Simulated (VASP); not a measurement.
A run of VASP 6.6.1 is set up as follows.

File INCAR:

```
SYSTEM = HgTe
PREC = Accurate
ENCUT = 520
EDIFF = 1E-6
ISMEAR = 0
SIGMA = 0.1
LREAL = .FALSE.
LASPH = .TRUE.
NELM = 80
ALGO = Normal
ISIF = 2
LWAVE = .FALSE.
LCHARG = .TRUE.
GGA = PE
IVDW = 12
LELF = .TRUE.
LVHAR = .TRUE.
NBANDS = 16
NELECT = 17.9
```

Contents of KPOINTS:

```
regular mesh
0
G
  4 4 4
  0 0 0
```

POSCAR

```
HgTe
1.0
    0.0000000000      3.0771170000      3.0771170000
    3.0771170000      0.0000000000      3.0771170000
    3.0771170000      3.0771170000      0.0000000000
Hg Te
1 1
Direct
    0.0000000000      0.0000000000      0.0000000000
    0.5000000000      0.5000000000      0.5000000000
```

Potentials or basis: VASP PAW PBE potentials, release 64 (Hg, Te).

Command:

```console
$ cat potpaw_PBE.64/Hg/POTCAR potpaw_PBE.64/Te/POTCAR > POTCAR
$ mpirun -np 1 vasp_std > vasp.out
```

**Question.** Estimate the dispersion energy per atom.

**Answer.** -0.430 eV.

Caveat: the k points lie up to 0.44 Å⁻¹ apart; the cell carries a net charge on a neutralising background, which shifts energy and pressure; three body term missing.
